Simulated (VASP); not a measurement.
B5O:

```
B O
1.0
     0.82085   -4.33172    0.06516
    -4.41318   -0.42353    0.09218
     1.78216    0.84639   -5.36286
B O
10 2
Direct
  0.48728 0.76635 0.90566
  0.29958 0.65832 0.34894
  0.58360 0.19622 0.50544
  0.44081 0.55230 0.08048
  0.34536 0.96273 0.19415
  0.56140 0.00957 0.73451
  0.60730 0.39876 0.30255
  0.38092 0.36100 0.77720
  0.97795 0.36782 0.26000
  0.44581 0.57737 0.59476
  0.82833 0.09357 0.63817
  0.04165 0.05600 0.15816
```

```yaml
Program: VASP 6.6.1
Task: relaxation of cell and atoms
Functional: PBE
Potentials_or_basis: VASP PAW PBE potentials, release 64 (B, O)
Cutoff: 600 eV
k_mesh: 4 × 4 × 4
Occupations: gaussian, width 0.1 eV
Spin: no spin polarisation
```

At the start: pressure 3.3 GPa; volume 8.62 Å³/atom.

How do energy, volume and symmetry change on relaxing?

Over 20 steps the energy falls by 9.1 meV/atom and the volume is 8.96 Å³/atom (+4.0 %); space group P1 (No. 1, to 0.05 Å).

The path:
```tsv
step	energy change (eV)	largest force (eV/Å)	pressure (GPa)	volume (Å³)
1	0.0000	0.6468	3.25	103.41
2	-0.0432	0.8089	-1.49	106.05
3	-0.0503	0.6178	-0.25	105.32
4	-0.0670	0.5731	0.21	106.06
5	-0.0692	0.3379	0.08	105.87
6	-0.0845	0.2194	-0.13	106.33
7	-0.0849	0.2625	-0.19	106.42
8	-0.0965	0.1262	0.38	106.64
9	-0.0969	0.1548	0.48	106.68
10	-0.1015	0.1995	-0.15	107.15
11	-0.1015	0.1973	-0.15	107.14
12	-0.1046	0.1686	-0.03	107.38
13	-0.1047	0.1353	-0.04	107.35
14	-0.1066	0.1049	-0.02	107.43
15	-0.1066	0.1139	-0.01	107.44
16	-0.1079	0.0640	0.00	107.49
17	-0.1080	0.0721	0.01	107.49
18	-0.1086	0.0624	0.00	107.53
19	-0.1086	0.0609	0.01	107.53
20	-0.1090	0.0394	-0.03	107.55
```

Final structure:
```
B O
1.0
     0.77404   -4.41724    0.02829
    -4.43670   -0.48307    0.09589
     1.80725    0.84090   -5.43070
B O
10 2
Cartesian
  -1.3843 -1.7462 -4.8242
  -2.0560 -1.3321 -1.8241
  0.4746 -2.2895 -2.6924
  -1.9714 -2.1561 -0.3768
  -3.6530 -1.8631 -0.9801
  1.7199 -1.7939 -3.8933
  -0.7384 -2.6141 -1.5961
  0.0732 -1.2167 -4.1818
  -0.4056 -4.2954 -1.3932
  -1.1511 -1.7547 -3.1527
  1.4225 -3.1074 -3.3723
  0.0703 -0.1247 -0.9327
```
